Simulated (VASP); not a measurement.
# S (P3_121) in VASP: a series of runs

The runs below take S through single point, with PBE+D3(BJ).

Everything below comes from runs of VASP 6.6.1. Logs are shortened: lines on timing, memory, paths and dates and some standing lists are left out, and cuts for length are marked.

### Step 1. The cell of the first run

The structure is trigonal, space group P3_121 (No. 152). The conventional cell has a = 4.208 Å, b = 4.208 Å, c = 4.434 Å, α = 90.00°, β = 90.00°, γ = 120.00°. Within 2.8 Å of S (site symmetry 2) lie 2 S at 2.09 Å.

### Step 2. Single point, PBE+D3(BJ)

INCAR reads:

```
SYSTEM = S
ALGO     = Normal         ! electronic algorithm
EDIFF    = 1E-6           ! SCF threshold, eV
ENCUT    = 520            ! plane-wave cutoff, eV
GGA      = PE             ! functional
ISIF     = 2              ! what is computed and relaxed
ISMEAR   = 0              ! smearing method
IVDW     = 12             ! dispersion correction
LASPH    = .TRUE.         ! aspherical terms in the spheres
LCHARG   = .FALSE.        ! write CHGCAR
LREAL    = .FALSE.        ! projectors in reciprocal space
LWAVE    = .FALSE.        ! write WAVECAR
NBANDS   = 16             ! bands
NELM     = 100            ! most SCF steps
PREC     = Accurate       ! precision mode
SIGMA    = 0.1            ! smearing width, eV
```

KPOINTS reads:

```
k-points
0
G
  6 6 4
  0 0 0
```

POSCAR reads:

```
S
1.0
    4.2076658953      0.0000000000      0.0000000000
   -2.1038329477      3.6439455560      0.0000000000
    0.0000000000      0.0000000000      4.4344958991
S
3
Direct
    0.2025690894      0.0000000000      0.3333333333
    0.0000000000      0.2025690894      0.6666666667
    0.7974309106      0.7974309106      0.0000000000
```

Potentials or basis: VASP PAW PBE potentials, release 64 (S).

Started as:

```sh
$ cat potpaw_PBE.64/S/POTCAR > POTCAR
$ mpirun -np 1 vasp_std > vasp.out
```

OUTCAR:

```text
SYSTEM = S
   EDIFF = 1E-6
   ENCUT = 520
   GGA = PE
   ISIF = 2
   ISMEAR = 0
   IVDW = 12
   LASPH = .TRUE.
   LREAL = .FALSE.
   NELM = 100
   PREC = Accurate
 IVDW          = 12

 ion  position               nearest neighbor table
   1  0.203  0.000  0.333-   3 2.09   2 2.09
   2  0.000  0.203  0.667-   3 2.09   1 2.09
   3  0.797  0.797  0.000-   1 2.09   2 2.09

  LATTYP: Found a hexagonal cell.
 ALAT       =     4.2076658953
 C/A-ratio  =     1.0539087488

  Lattice vectors:

 A1 = (   4.2076658953,   0.0000000000,   0.0000000000)
 A2 = (  -2.1038329477,   3.6439455560,   0.0000000000)
 A3 = (   0.0000000000,   0.0000000000,   4.4344958991)

Analysis of symmetry for initial positions (statically):
=====================================================================
 Subroutine PRICEL returns:
 Original cell was already a primitive cell.

 Routine SETGRP: Setting up the symmetry group for a
 hexagonal supercell.

 Subroutine GETGRP returns: Found  6 space group operations
 (whereof  2 operations were pure point group operations)
 out of a pool of 24 trial point group operations.

The static configuration has the point symmetry C_2 .
 The point group associated with its full space group is D_3 .

Analysis of symmetry for dynamics (positions and initial velocities):
=====================================================================
 Subroutine PRICEL returns:
 Original cell was already a primitive cell.

 Routine SETGRP: Setting up the symmetry group for a
 hexagonal supercell.

 Subroutine GETGRP returns: Found  6 space group operations
 (whereof  2 operations were pure point group operations)
 out of a pool of 24 trial point group operations.

The dynamic configuration has the point symmetry C_2 .
 The point group associated with its full space group is D_3 .

 Subroutine INISYM returns: Found  6 space group operations
 (whereof  2 operations are pure point group operations),
 and found     1 'primitive' translations

----------------------------------------------------------------------------------------

                                     Primitive cell

  volume of cell :      67.9919

  direct lattice vectors                    reciprocal lattice vectors
     4.207665895  0.000000000  0.000000000     0.237661455  0.137213905  0.000000000
    -2.103832948  3.643945556  0.000000000     0.000000000  0.274427810  0.000000000
     0.000000000  0.000000000  4.434495899     0.000000000  0.000000000  0.225504775

  length of vectors
     4.207665895  4.207665895  4.434495899     0.274427810  0.274427810  0.225504775

  position of ions in fractional coordinates (direct lattice)
     0.202569089  0.000000000  0.333333333
     0.000000000  0.202569089  0.666666667
     0.797430911  0.797430911  0.000000000

  ion indices of the primitive-cell ions
   primitive index   ion index
                 1           1
                 2           2
                 3           3

----------------------------------------------------------------------------------------

 KPOINTS: k-points

Automatic generation of k-mesh.
 Grid dimensions read from file:
 generate k-points for:    6    6    4

 Generating k-lattice:

  Cartesian coordinates                     Fractional coordinates (reciprocal lattice)
     0.039610243  0.022868984  0.000000000     0.166666667  0.000000000  0.000000000
     0.000000000  0.045737968  0.000000000     0.000000000  0.166666667  0.000000000
     0.000000000  0.000000000  0.056376194     0.000000000  0.000000000  0.250000000

  Length of vectors
     0.045737968  0.045737968  0.056376194

  Shift w.r.t. Gamma in fractional coordinates (k-lattice)
     0.000000000  0.000000000  0.000000000

 Subroutine IBZKPT returns following result:
 ===========================================

 Found     24 irreducible k-points:

 Following reciprocal coordinates:
            Coordinates               Weight
  0.000000  0.000000  0.000000      1.000000
  0.166667 -0.000000  0.000000      6.000000
  0.333333 -0.000000  0.000000      6.000000
  0.500000 -0.000000  0.000000      3.000000
  0.166667  0.166667  0.000000      6.000000
  0.333333  0.166667  0.000000     12.000000
[... 16 lines left out ...]
  0.333333  0.166667  0.500000     12.000000
  0.333333  0.333333  0.500000      2.000000
   k-points           NKPTS =     24   k-points in BZ     NKDIM =     24   number of bands    NBANDS=     16
   number of dos      NEDOS =    301   number of ions     NIONS =      3
   total plane-waves  NPLWV =  36864
   dimension x,y,z NGX =    32 NGY =   32 NGZ =   36
   dimension x,y,z NGXF=    64 NGYF=   64 NGZF=   72
   ions per type =               3
   NGX,Y,Z   is equivalent  to a cutoff of  12.64, 12.64, 13.50 a.u.
   NGXF,Y,Z  is equivalent  to a cutoff of  25.29, 25.29, 26.99 a.u.
 SYSTEM =  S
   PREC   = accura    normal or accurate (medium, high low for compatibility)
   ISTART =      0    job   : 0-new  1-cont  2-samecut
   ICHARG =      2    charge: 1-file 2-atom 10-const
   ISPIN  =      1    spin polarized calculation?
   LNONCOLLINEAR =      F non collinear calculations
   LSORBIT =      F    spin-orbit coupling
   LASPH  =      T    aspherical Exc in radial PAW
   ENCUT  =  520.0 eV  38.22 Ry    6.18 a.u.   7.82  7.82  8.25*2*pi/ulx,y,z
   NELM   =    100;   NELMIN=  2; NELMDL= -5     # of ELM steps
   EDIFF  = 0.1E-05   stopping-criterion for ELM
   LREAL  =      F    real-space projection
   EDIFFG = 0.1E-04   stopping-criterion for IOM
   NSW    =      0    number of steps for IOM
   IBRION =     -1    ionic relax: 0-MD 1-quasi-New 2-CG
   NFREE  =      0    steps in history (QN), initial steepest desc. (CG)
   ISIF   =      2    stress and relaxation
   ISYM   =      2    0-nonsym 1-usesym 2-fastsym
   POTIM  = 0.5000    time-step for ionic-motion
   TEBEG  =    0.0;   TEEND  =   0.0 temperature during run
   PSTRESS=    0.0 pullay stress
   NELECT =      18.0000    total number of electrons
   NUPDOWN=      -1.0000    fix difference up-down
   EMIN   =  10.00;   EMAX   =-10.00  energy-range for DOS
   EFERMI =   0.00;   METHOD = LEGACY
   ISMEAR =     0;   SIGMA  =   0.10  broadening in eV -4-tet -1-fermi 0-gaus
   EFERMI_NEDOS =   21; number of points for ismear=-14 and -15
   IALGO  =     38    algorithm
   IMIX   =      4    mixing-type and parameters
     AMIX     =   0.40;   BMIX     =  1.00
     AMIX_MAG =   1.60;   BMIX_MAG =  1.00
  volume/ion in A,a.u.               =      22.66       152.94
  Fermi-wavevector in a.u.,A,eV,Ry     =   1.051187  1.986455 15.034350  1.104994
  Thomas-Fermi vector in A             =   2.186220
   LORBIT       =      0    0 simple, 1 ext, 2 COOP (PROOUT), +10 PAW based schemes
   GGA     = PE    functional components
   LHFCALC =     F    Hartree Fock is set to
   AEXX    =    0.0000 exact exchange contribution
   IVDW    =    12    specifies the selected vdW correction
   LEPSILON=     F    determine dielectric tensor
   LRPA    =     F    only Hartree local field effects (RPA)
 non-spin polarized calculation
 Gauss-broadening in eV      SIGMA  =   0.10
  energy-cutoff  :      520.00
  volume of cell :       67.99
 maximum number of plane-waves:      1866
 NGX is ok and might be reduce to    32
   NGX = 15   NGY = 15   NGZ = 17

 number of electron      17.9999999 magnetization

 Free energy of the ion-electron system (eV)
  ---------------------------------------------------
  ext. energy  EPLUGINS =         0.00000000
  ---------------------------------------------------
  free energy    TOTEN  =       -12.10787850 eV

  energy without entropy =      -12.10787850  energy(sigma->0) =      -12.10787850

 E-fermi :   3.9641     XC(G=0):  -8.9003

 val. band max:        3.5252523879   @ k =   0.5000  -0.0000   0.5000
 cond. band min:       5.1794144827   @ k =   0.0000   0.0000   0.5000
 fundamental gap:      1.6541620948
 Fermi energy:         3.9641456311

 k-point     1 :       0.0000    0.0000    0.0000
  band No.  band energies     occupation
      1     -13.2757      2.00000
      2      -8.0742      2.00000
      3      -8.0742      2.00000
      4      -1.0019      2.00000
      5      -1.0019      2.00000
      6      -0.7032      2.00000
[... 8 lines left out ...]
     15      10.2196      0.00000
     16      12.1175      0.00000

 k-point     2 :       0.1667   -0.0000    0.0000
  band No.  band energies     occupation
      1     -13.1934      2.00000
      2      -8.1659      2.00000
      3      -8.0623      2.00000
      4      -1.6819      2.00000
      5      -1.2393      2.00000
      6      -0.3527      2.00000
[... 8 lines left out ...]
     15      11.3187      0.00000
     16      12.0389      0.00000

 k-point     3 :       0.3333   -0.0000    0.0000
  band No.  band energies     occupation
      1     -13.0147      2.00000
      2      -8.3819      2.00000
      3      -8.0385      2.00000
      4      -2.2403      2.00000
      5      -1.5696      2.00000
      6      -0.2558      2.00000
[... 8 lines left out ...]
     15      12.1933      0.00000
     16      12.7760      0.00000

 k-point     4 :       0.5000   -0.0000    0.0000
  band No.  band energies     occupation
      1     -12.9169      2.00000
      2      -8.5073      2.00000
      3      -8.0266      2.00000
      4      -2.4054      2.00000
      5      -1.7028      2.00000
      6      -0.1908      2.00000
[... 8 lines left out ...]
     15      12.4835      0.00000
     16      12.9480      0.00000
[... 324 lines left out ...]
 k-point    22 :       0.1667    0.1667    0.5000
  band No.  band energies     occupation
      1     -11.6790      2.00000
      2     -11.6397      2.00000
      3      -5.5390      2.00000
      4      -3.0216      2.00000
      5      -1.2169      2.00000
      6      -1.1920      2.00000
[... 8 lines left out ...]
     15      12.2319      0.00000
     16      12.5823      0.00000

 k-point    23 :       0.3333    0.1667    0.5000
  band No.  band energies     occupation
      1     -11.5768      2.00000
      2     -11.5195      2.00000
      3      -5.9253      2.00000
      4      -3.2440      2.00000
      5      -1.6352      2.00000
      6      -1.5016      2.00000
[... 8 lines left out ...]
     15      12.3065      0.00000
     16      13.3451      0.00000

 k-point    24 :       0.3333    0.3333    0.5000
  band No.  band energies     occupation
      1     -11.5103      2.00000
      2     -11.5103      2.00000
      3      -6.0237      2.00000
      4      -3.2676      2.00000
      5      -1.8028      2.00000
      6      -1.8028      2.00000
[... 8 lines left out ...]
     15      12.7288      0.00000
     16      12.7288      0.00000

------------------------ aborting loop because EDIFF is reached ----------------------------------------

 Edisp (eV)   -0.78247

 E8    (eV) :    -0.2803

  FORCE on cell =-STRESS in cart. coord.  units (eV):
  Direction    XX          YY          ZZ          XY          YZ          ZX
  --------------------------------------------------------------------------------------
  -------------------------------------------------------------------------------------
  Total       0.01071     0.01071    -0.23575    -0.00000     0.00000     0.00000
  in kB       0.25228     0.25228    -5.55537    -0.00000     0.00000     0.00000
  external pressure =       -1.68 kB  Pullay stress =        0.00 kB

 VOLUME and BASIS-vectors are now :
 -----------------------------------------------------------------------------
  energy-cutoff  :      520.00
  volume of cell :       67.99
      direct lattice vectors                 reciprocal lattice vectors
     4.207665895  0.000000000  0.000000000     0.237661455  0.137213905  0.000000000
    -2.103832948  3.643945556  0.000000000     0.000000000  0.274427810  0.000000000
     0.000000000  0.000000000  4.434495899     0.000000000  0.000000000  0.225504775

 POSITION                                       TOTAL-FORCE (eV/Angst)
 -----------------------------------------------------------------------------------
      0.85234      0.00000      1.47817        -0.159065     -0.000000      0.000000
     -0.42617      0.73815      2.95633         0.079533     -0.137755     -0.000000
      1.67766      2.90579      0.00000         0.079533      0.137755      0.000000
 -----------------------------------------------------------------------------------
    total drift:                                0.000000     -0.000000      0.000000

  FREE ENERGIE OF THE ION-ELECTRON SYSTEM (eV)
  ---------------------------------------------------
  free  energy   TOTEN  =       -12.8903489452 eV

  energy  without entropy=      -12.8903489452  energy(sigma->0) =      -12.89034895
```

Run time: 37 s. Hardware: 1 thread of Oxide Virtual Turin-like, shared host; peak memory 0.15 GiB.

Results:

- Free energy: -12.8903 eV
- Pressure: -0.2 GPa
- Largest force: 0.159 eV/Å
- Band gap on the k mesh: 1.65 eV, indirect (least direct gap 2.09 eV)
- Dispersion energy per atom: -0.261 eV

Forces in eV/Å, atoms in the order of the input:
```
S   -0.159  0.000  0.000
S    0.080 -0.138  0.000
S    0.080  0.138  0.000
```

### Step 3. Single point, PBE+D3(BJ)

This run uses another cell than the first one, of 23.80 Å³/atom, 1.050 times its volume.

INCAR reads:

```
  ALGO = Normal
  EDIFF = 1E-6
  ENCUT = 520
  GGA = PE
  ISIF = 2
  ISMEAR = 0
  IVDW = 12
  LASPH = T
  LCHARG = T
  LELF = T
  LREAL = F
  LVHAR = T
  LWAVE = F
  NBANDS = 16
  NELM = 80
  PREC = Accurate
  SIGMA = 0.02
```

KPOINTS reads:

```
k-points
0
Gamma
  6 6 6
```

POSCAR reads:

```
S
1.0
    4.3165590145      0.0000000000      0.0000000000
   -2.1582795073      3.7382497635      0.0000000000
    0.0000000000      0.0000000000      4.4254860418
S
3
Direct
    0.1969849792      0.0000000000      0.3333333333
    0.0000000000      0.1969849792      0.6666666667
    0.8030150208      0.8030150208      0.0000000000
```

Potentials or basis: VASP PAW PBE potentials, release 64 (S).

Started as:

```sh
$ cat potpaw_PBE.64/S/POTCAR > POTCAR
$ mpirun -np 1 vasp_std > vasp.out
```

Wall time 40 s (1 thread of Oxide Virtual Turin-like, shared host); peak memory 0.16 GiB.

The run converged. Its results:

| Quantity | Value |
| --- | --- |
| Free energy | -12.9010 eV |
| Pressure | -0.5 GPa |
| Largest force | 0.120 eV/Å |
| Band gap on the k mesh | 1.81 eV, indirect (least direct gap 2.18 eV) |
| Dispersion energy per atom | -0.246 eV |

Forces in eV/Å, atoms in the order of the input:
```
S   -0.120  0.000  0.000
S    0.060 -0.104  0.000
S    0.060  0.104  0.000
```

Stress tensor (GPa, compression positive):
```
-0.36  0.00  0.00
 0.00 -0.36  0.00
 0.00  0.00 -0.77
```

Levels at points of the mesh, in eV from the valence-band top:
| k point | band 5 | band 6 | band 7 | band 8 | band 9 | band 10 | band 11 | band 12 | band 13 | band 14 |
| --- | --- | --- | --- | --- | --- | --- | --- | --- | --- | --- |
| (0.00, 0.00, 0.00) | -4.55 | -4.05 | -2.63 | -2.63 | -0.46 | 2.92 | 2.97 | 2.97 | 6.51 | 6.86 |
| (0.50, 0.00, 0.00) | -5.11 | -3.53 | -2.74 | -2.31 | -1.00 | 2.83 | 3.40 | 4.53 | 6.39 | 7.64 |
| (0.00, 0.00, 0.50) | -4.07 | -4.07 | -1.66 | -1.66 | -1.07 | 1.81 | 1.95 | 1.95 | 6.62 | 8.14 |
| (0.50, 0.00, 0.50) | -4.93 | -4.69 | -1.61 | -1.22 | 0.00 | 2.18 | 2.83 | 3.70 | 6.68 | 8.10 |
